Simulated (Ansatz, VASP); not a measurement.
Ta2N: VASP beside Ansatz

```
Ta N
1.0
     3.11286    0.00000    0.00000
    -1.55643    2.69582    0.00000
     0.00000    0.00000    4.86984
Ta N
2 1
Direct
  0.33333 0.66667 0.25471
  0.66667 0.33333 0.74529
  0.00000 0.00000 0.00000
```

Alike in both runs: task single point; functional PBE; k mesh 5 × 5 × 3; occupations fermi-dirac, width 0.04 eV; no spin polarisation.

```csv
,VASP,Ansatz
version,VASP 6.6.1,Ansatz 0.2.0
potentials or method,"VASP PAW PBE potentials, release 64 (Ta_pv, N), cutoff 520 eV","all-electron LAPW, scalar-relativistic"
```

Ansatz gave:

```
gap on the k mesh at the Fermi level (eV)                     : none
pressure (GPa)                                                : -0.9
traceless stress, the component that is largest in VASP (GPa) : 1.82
rms of the force components (eV/Å)                            : 0.301
```

Question: Which values does VASP return?

Answer: gap on the k mesh at the Fermi level (eV): none; pressure (GPa): -0.6; traceless stress, the component that is largest in VASP (GPa): 1.73; rms of the force components (eV/Å): 0.284.

Atom by atom the forces differ by 0.017 eV/Å (rms over components). A gap of «none» marks a metal or a gap that the smearing closes. Ansatz ran all-electron here, and VASP with PAW potentials.

The k mesh is coarse, so the values compare programs but aren't converged. Spin-orbit coupling is off throughout.
